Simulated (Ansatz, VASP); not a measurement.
One calculation of MgI2, two programs

```
CELL_PARAMETERS angstrom
4.15370 0.00000 0.00000
-2.07685 3.59721 0.00000
0.00000 0.00000 6.93062
ATOMIC_POSITIONS crystal
Mg 0.00000 0.00000 0.00000
I 0.33333 0.66667 0.75763
I 0.66667 0.33333 0.24237
```

Change from the starting cell: zz strain of +1 %, PAW files.

Alike in both runs: task electric field gradients; functional PBEsol; k mesh 7 × 7 × 4; occupations fermi-dirac, width 0.03 eV; no spin polarisation.

|  | VASP | Ansatz |
| --- | --- | --- |
| version | VASP 6.6.1 | Ansatz 0.2.0 |
| potentials or method | VASP PAW PBE potentials, release 64 (Mg, I) | PAW with Ansatz's default frozen-core files, scalar-relativistic |
| plane-wave cutoff (eV) | 520 | 420 |
| valence electrons in the cell | 16 | 44 |

```tsv
	VASP	Ansatz	Ansatz less VASP
gap on the k mesh at the Fermi level (eV)	3.51	3.52	+0.015
pressure (GPa)	-0.5	-0.5	+0.02
traceless stress, the component that is largest in VASP (GPa)	0.08	0.08	-0.005
rms of the force components (eV/Å)	0.053	0.050	-0.0023
size of Vzz on the site where it differs most (V/Å²)	40.0	41.2	+1.17
```

VASP's potentials were made for PBE, not for PBEsol. Atom by atom the forces differ by 0.002 eV/Å (rms over components). VASP's potentials hold 16 valence electrons a cell and Ansatz's 44, so a difference there can come from the potentials and not from the codes.

Spin-orbit coupling is off throughout.
